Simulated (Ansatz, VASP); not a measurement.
Two plane-wave programs on PbO

```
Pb O
1.0
     6.25041    0.00000    0.00000
     0.00000    5.76592    0.00000
     0.00000    0.00000    4.80834
Pb O
4 4
Direct
  0.21649 0.98048 0.25000
  0.78351 0.01952 0.75000
  0.21649 0.51952 0.75000
  0.78351 0.48048 0.25000
  0.87049 0.09476 0.25000
  0.12951 0.90524 0.75000
  0.87049 0.40524 0.75000
  0.12951 0.59476 0.25000
```

Alike in both runs: functional PBE; k mesh 4 × 4 × 4; occupations gaussian, width 0.1 eV; no spin polarisation.

Ansatz relaxed the structure, and its values are those at the end. VASP's run is a single point on that final structure, the one shown.

```csv
,VASP,Ansatz
version,VASP 6.6.1,Ansatz 0.2.0
potentials or method,"VASP PAW PBE potentials, release 64 (Pb_d, O), cutoff 520 eV","scalar-relativistic, plane waves, PAW"
valence electrons in the cell,80,80
```

VASP gave:

- gap on the k mesh at the Fermi level (eV): 2.47
- least direct gap on the mesh (eV): 2.69
- pressure (GPa): 0.2
- rms of the force components (eV/Å): 0.019

Task: What did Ansatz give for the same quantities?

Result: gap on the k mesh at the Fermi level (eV): 2.47; least direct gap on the mesh (eV): 2.70; pressure (GPa): 0.2; rms of the force components (eV/Å): 0.010.

Spin-orbit coupling is off throughout.
